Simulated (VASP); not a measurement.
# CaO (Fm-3m) in VASP: settings compared, part 2 of 2

VASP 6.6.1.

**3. Single point, PBE (strain +1.0%)**

INCAR reads:

```
SYSTEM = CaO
PREC = Accurate
ENCUT = 520
EDIFF = 1E-7
ISMEAR = -1
SIGMA = 0.02
LREAL = .False.
LASPH = .True.
NELM = 80
ALGO = Normal
ISIF = 2
LWAVE = .False.
LCHARG = .False.
GGA = PE
NBANDS = 15
```

KPOINTS reads:

```
regular mesh
0
Gamma
  10 10 10
  0 0 0
```

POSCAR reads:

```
CaO
1.0
    0.0000000000      2.4215256273      2.4215256273
    2.4215256273      0.0000000000      2.4215256273
    2.4215256273      2.4215256273      0.0000000000
Ca O
1 1
Direct
    0.0000000000      0.0000000000      0.0000000000
    0.5000000000      0.5000000000      0.5000000000
```

Potentials or basis: VASP PAW PBE potentials, release 64 (Ca_sv, O).

Run with:

```
$ cat potpaw_PBE.64/Ca_sv/POTCAR potpaw_PBE.64/O/POTCAR > POTCAR
$ mpirun -np 1 vasp_std > vasp.out
```

OUTCAR:

```text
SYSTEM = CaO
   PREC = Accurate
   ENCUT = 520
   EDIFF = 1E-7
   ISMEAR = -1
   LREAL = .False.
   LASPH = .True.
   NELM = 80
   ISIF = 2
   GGA = PE

 ion  position               nearest neighbor table
   1  0.000  0.000  0.000-   2 2.42   2 2.42   2 2.42   2 2.42   2 2.42   2 2.42
   2  0.500  0.500  0.500-   1 2.42   1 2.42   1 2.42   1 2.42   1 2.42   1 2.42

  LATTYP: Found a face centered cubic cell.
 ALAT       =     4.8430512546

  Lattice vectors:

 A1 = (   0.0000000000,   2.4215256273,   2.4215256273)
 A2 = (   2.4215256273,   0.0000000000,   2.4215256273)
 A3 = (   2.4215256273,   2.4215256273,   0.0000000000)

Analysis of symmetry for initial positions (statically):
=====================================================================
 Subroutine PRICEL returns:
 Original cell was already a primitive cell.

 Routine SETGRP: Setting up the symmetry group for a
 face centered cubic supercell.

 Subroutine GETGRP returns: Found 48 space group operations
 (whereof 48 operations were pure point group operations)
 out of a pool of 48 trial point group operations.

The static configuration has the point symmetry O_h .

[... 174 lines left out ...]
      6       2.2218      2.00000
      7       2.2218      2.00000
      8       2.2218      2.00000
      9       6.7526      0.00000
     10       8.3908      0.00000
     11       8.3908      0.00000
     12       8.3908      0.00000
     13       9.8552      0.00000
     14       9.8552      0.00000
[... 401 lines left out ...]
      2     -16.8768      2.00000
      3     -16.4726      2.00000
      4     -16.4479      2.00000
      5     -12.7800      2.00000
      6       0.5641      2.00000
      7       1.6738      2.00000
      8       1.7723      2.00000
      9       6.5158      0.00000
     10       9.6931      0.00000
     11      10.8685      0.00000
     12      10.9431      0.00000
     13      11.0827      0.00000
     14      12.8172      0.00000
     15      17.4889      0.00000

 [... further k-points ...]

------------------------ aborting loop because EDIFF is reached ----------------------------------------

  FORCE on cell =-STRESS in cart. coord.  units (eV):
  Direction    XX          YY          ZZ          XY          YZ          ZX
  --------------------------------------------------------------------------------------
  -------------------------------------------------------------------------------------
  Total       -0.0445375     -0.0445375     -0.0445375     -0.0000000     -0.0000000      0.0000000
  in kB       -2.5126931     -2.5126931     -2.5126931     -0.0000000     -0.0000000      0.0000000
  external PRESSURE =      -2.5126931 kB  Pullay stress =       0.0000000 kB

 VOLUME and BASIS-vectors are now :
 -----------------------------------------------------------------------------
  energy-cutoff  :      520.00
  volume of cell :       28.40
      direct lattice vectors                 reciprocal lattice vectors
     0.000000000  2.421525627  2.421525627    -0.206481399  0.206481399  0.206481399
     2.421525627  0.000000000  2.421525627     0.206481399 -0.206481399  0.206481399
     2.421525627  2.421525627  0.000000000     0.206481399  0.206481399 -0.206481399

 POSITION                                       TOTAL-FORCE (eV/Angst)
 -----------------------------------------------------------------------------------
      0.00000      0.00000      0.00000         0.000000      0.000000      0.000000
      2.42153      2.42153      2.42153        -0.000000     -0.000000     -0.000000
 -----------------------------------------------------------------------------------
    total drift:                                0.000000      0.000000      0.000000

  FREE ENERGIE OF THE ION-ELECTRON SYSTEM (eV)
  ---------------------------------------------------
  free  energy   TOTEN  =       -12.8057742933 eV

  energy  without entropy=      -12.8057742933  energy(sigma->0) =      -12.80577429
```

stdout:

```text
POSCAR found type information on POSCAR CaO
 POSCAR found :  2 types and       2 ions
 scaLAPACK will be used
 LDA part: xc-table for (Slater+PW92), standard interpolation
 POSCAR, INCAR and KPOINTS ok, starting setup
 FFT: planning ... GRIDC
 FFT: planning ... GRID_SOFT
 FFT: planning ... GRID
 WAVECAR not read
 entering main loop
```

It took 35 s on 1 thread of AMD EPYC 7R43 (Zen 3), shared host; peak memory 0.13 GiB.

What came out:

| Quantity | Value |
| --- | --- |
| Free energy | -12.8058 eV |
| Pressure | -0.3 GPa |
| Band gap on the k mesh | 3.64 eV, indirect (least direct gap 4.02 eV) |

Caveat: the cell differs from its parent crystal (strain +1.0%). A k mesh can miss the band edges.

**4. Single point, r2SCAN**

POSCAR reads:

```
CaO
1.0
    0.0000000000      2.3975501260      2.3975501260
    2.3975501260      0.0000000000      2.3975501260
    2.3975501260      2.3975501260      0.0000000000
Ca O
1 1
Direct
    0.0000000000      0.0000000000      0.0000000000
    0.5000000000      0.5000000000      0.5000000000
```

INCAR.step1 reads:

```
ALGO     = Normal         # electronic algorithm
EDIFF    = 1E-4           # SCF threshold, eV
ENCUT    = 520            # plane-wave cutoff, eV
GGA      = PE             # functional
ISMEAR   = 0              # smearing method
LASPH    = T              # aspherical terms in the spheres
LCHARG   = F              # write CHGCAR
LREAL    = F              # projectors in reciprocal space
LWAVE    = T              # write WAVECAR
NBANDS   = 15             # bands
NELM     = 100            # most SCF steps
PREC     = Accurate       # precision mode
SIGMA    = 0.01           # smearing width, eV
```

INCAR.step2 reads:

```
ALGO     = Normal         # electronic algorithm
EDIFF    = 1E-7           # SCF threshold, eV
ENCUT    = 520            # plane-wave cutoff, eV
ISIF     = 2              # what is computed and relaxed
ISMEAR   = 0              # smearing method
ISTART   = 1            
LASPH    = T              # aspherical terms in the spheres
LCHARG   = T              # write CHGCAR
LELF     = T              # ELF
LMIXTAU  = T            
LREAL    = F              # projectors in reciprocal space
LVHAR    = T            
LWAVE    = F              # write WAVECAR
METAGGA  = R2SCAN         # meta-GGA
NBANDS   = 15             # bands
NELM     = 100            # most SCF steps
PREC     = Accurate       # precision mode
SIGMA    = 0.01           # smearing width, eV
```

KPOINTS reads:

```
k-points
0
Gamma
  10 10 10
```

Run with:

```
$ cat potpaw_PBE.64/Ca_sv/POTCAR potpaw_PBE.64/O/POTCAR > POTCAR
$ cp INCAR.step1 INCAR
$ mpirun -np 1 vasp_std > vasp.out
$ cp INCAR.step2 INCAR
$ mpirun -np 1 vasp_std > vasp.out
```

It took 3.5 min on 1 thread of AMD EPYC 7R43 (Zen 3), shared host; peak memory 0.14 GiB.

Results (log left out):

```
Free energy            : -19.4530 eV
Pressure               : 1.1 GPa
Band gap on the k mesh : 4.19 eV, indirect (least direct gap 4.56 eV)
```

Levels at points of the mesh, in eV from the valence-band top:
```
           k point  band 5  band 6  band 7  band 8  band 9  band 10  band 11  band 12
(0.00, 0.00, 0.00)  -16.49    0.00    0.00    0.00    5.49     6.87     6.87     6.87
(0.50, 0.00, 0.00)  -15.18   -2.62   -1.21   -1.21    7.73     9.09     9.09     9.27
(0.50, 0.50, 0.00)  -16.27   -1.29   -0.37   -0.37    4.19     8.82     9.67    10.28
```

Caveat: the PAW data sets were made with another functional, which shifts forces and pressure a little.

**5. Single point, r2SCAN (strain +1.0%)**

POSCAR reads:

```
CaO
1.0
    0.0000000000      2.4215256273      2.4215256273
    2.4215256273      0.0000000000      2.4215256273
    2.4215256273      2.4215256273      0.0000000000
Ca O
1 1
Direct
    0.0000000000      0.0000000000      0.0000000000
    0.5000000000      0.5000000000      0.5000000000
```

INCAR.step1 reads:

```
SYSTEM = CaO
PREC     = Accurate       ! precision mode
ENCUT    = 520            ! plane-wave cutoff, eV
ISMEAR   = 0              ! smearing method
SIGMA    = 0.01           ! smearing width, eV
LREAL    = .FALSE.        ! projectors in reciprocal space
LASPH    = .TRUE.         ! aspherical terms in the spheres
NELM     = 60             ! most SCF steps
NBANDS   = 15             ! bands
GGA      = PE             ! functional
ALGO     = Normal         ! electronic algorithm
EDIFF    = 1E-4           ! SCF threshold, eV
LWAVE    = .TRUE.         ! write WAVECAR
LCHARG   = .FALSE.        ! write CHGCAR
```

INCAR.step2 reads:

```
SYSTEM = CaO
PREC     = Accurate       ! precision mode
ENCUT    = 520            ! plane-wave cutoff, eV
EDIFF    = 1E-6           ! SCF threshold, eV
ISMEAR   = 0              ! smearing method
SIGMA    = 0.01           ! smearing width, eV
LREAL    = .FALSE.        ! projectors in reciprocal space
LASPH    = .TRUE.         ! aspherical terms in the spheres
NELM     = 60             ! most SCF steps
ALGO     = Normal         ! electronic algorithm
ISIF     = 2              ! what is computed and relaxed
LWAVE    = .FALSE.        ! write WAVECAR
LCHARG   = .FALSE.        ! write CHGCAR
METAGGA  = R2SCAN         ! meta-GGA
LMIXTAU  = .TRUE.       
NBANDS   = 15             ! bands
ISTART   = 1
```

KPOINTS reads:

```
regular mesh
0
G
  10 10 10
  0 0 0
```

Run with:

```
$ cat potpaw_PBE.64/Ca_sv/POTCAR potpaw_PBE.64/O/POTCAR > POTCAR
$ cp INCAR.step1 INCAR
$ mpirun -np 1 vasp_std > vasp.out
$ cp INCAR.step2 INCAR
$ mpirun -np 1 vasp_std > vasp.out
```

Run time: 2.8 min. Hardware: 1 thread of AMD EPYC 7R43 (Zen 3), shared host; peak memory 0.14 GiB.

The run converged. Its results:

```yaml
Free_energy: -19.4505 eV
Pressure: -2.4 GPa
Band_gap_on_the_k_mesh: 4.19 eV, indirect (least direct gap 4.57 eV)
```

Levels at points of the mesh, in eV from the valence-band top:
| k point | band 4 | band 5 | band 6 | band 7 | band 8 | band 9 | band 10 | band 11 | band 12 | band 13 |
| --- | --- | --- | --- | --- | --- | --- | --- | --- | --- | --- |
| (0.00, 0.00, 0.00) | -19.06 | -16.43 | 0.00 | 0.00 | 0.00 | 5.24 | 6.79 | 6.79 | 6.79 | 8.35 |
| (0.50, 0.00, 0.00) | -19.11 | -15.25 | -2.55 | -1.15 | -1.15 | 7.59 | 8.92 | 8.92 | 9.03 | 11.00 |
| (0.50, 0.50, 0.00) | -19.27 | -16.21 | -1.30 | -0.38 | -0.38 | 4.19 | 8.59 | 9.50 | 10.08 | 10.08 |

Caveat: the cell differs from its parent crystal (strain +1.0%); the PAW data sets were made with another functional, which shifts forces and pressure a little. A k mesh can miss the band edges.

**6. Overview**

| level | cell | smearing | gap on the mesh (eV) | pressure (GPa) |
| --- | --- | --- | --- | --- |
| PBE | a = 3.391 Å, angles 60.0°, 2 atoms | fermi-dirac 0.02 eV | 3.63 | 3.1 |
| PBE | a = 3.425 Å, angles 60.0°, 2 atoms | fermi-dirac 0.02 eV | 3.64 | -0.3 |
| r2SCAN | a = 3.391 Å, angles 60.0°, 2 atoms | gaussian 0.01 eV | 4.19 | 1.1 |
| r2SCAN | a = 3.425 Å, angles 60.0°, 2 atoms | gaussian 0.01 eV | 4.19 | -2.4 |

Alike in all rows: task single point; potentials or basis VASP PAW PBE potentials, release 64 (Ca_sv, O); no spin polarisation; k mesh 10 × 10 × 10; cutoff (eV) 520.

Caveats: the PAW data sets were made with another functional, which shifts forces and pressure a little (some runs).

Total energies depend on the potentials used, so only differences within one code and one set of settings carry meaning.
